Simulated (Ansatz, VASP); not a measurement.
Two plane-wave programs on SnSe2

The input INCAR:

```
  PREC = Accurate
  ENCUT = 500
  EDIFF = 1E-6
  ISMEAR = 0
  SIGMA = 0.03
  LREAL = False
  LASPH = True
  NELM = 120
  ALGO = Normal
  ISIF = 2
  LWAVE = False
  LCHARG = False
  GGA = PE
  IVDW = 12
  NBANDS = 20
  GGA_COMPAT = False
```

KPOINTS

```
regular mesh
0
Gamma
  12 12 6
```

Contents of POSCAR:

```
SnSe2
1.0
    3.9360000000      0.0000000000      0.0000000000
   -1.9680000000      3.4086759893      0.0000000000
    0.0000000000      0.0000000000      6.3344000000
Sn Se
1 2
Direct
    0.0000000000      0.0000000000      0.0000000000
    0.3333333333      0.6666666667      0.2651331237
    0.6666666667      0.3333333333      0.7348668763
```

Input for Ansatz:

```yaml
crystal:
  lattice:
    - [3.936, 0.0, 0.0]
    - [-1.968, 3.4086759893, 0.0]
    - [0.0, 0.0, 6.3344]
  atoms:
    - { symbol: Sn, position: [0.0, 0.0, 0.0] }
    - { symbol: Se, position: [0.3333333333, 0.6666666667, 0.2651331237] }
    - { symbol: Se, position: [0.6666666667, 0.3333333333, 0.7348668763] }
basis:
  ecutwfc: 420
kpoints:
  mp_grid: { grid: [12, 12, 6] }
hamiltonian:
  xc: pbe
  dispersion: d3bj
scf:
  occupations: { method: gaussian, width: 0.03 }
output:
  forces: true
  stress: true
  eigenvalues: true
```

Alike in both runs: task single point; functional PBE; dispersion D3(BJ); k mesh 12 × 12 × 6; occupations gaussian, width 0.03 eV; no spin polarisation.

|  | VASP | Ansatz |
| --- | --- | --- |
| version | VASP 6.6.1 | Ansatz 0.2.0 |
| potentials or method | VASP PAW PBE potentials, release 64 (Sn_d, Se), cutoff 500 eV | scalar-relativistic, plane waves, PAW |
| valence electrons in the cell | 26 | 46 |

Ansatz gave:

| Property | Result |
| --- | --- |
| gap on the k mesh at the Fermi level (eV) | 0.30 |
| least direct gap on the mesh (eV) | 0.75 |
| pressure (GPa) | -5.3 |
| traceless stress, the component that is largest in VASP (GPa) | -1.14 |
| rms of the force components (eV/Å) | 0.388 |

What did VASP give for the same quantities?

gap on the k mesh at the Fermi level (eV): 0.30; least direct gap on the mesh (eV): 0.74; pressure (GPa): -5.3; traceless stress, the component that is largest in VASP (GPa): -1.13; rms of the force components (eV/Å): 0.384.

Atom by atom the forces differ by 0.004 eV/Å (rms over components). VASP's potentials hold 26 valence electrons a cell and Ansatz's 46, so a difference there can come from the potentials and not from the codes.
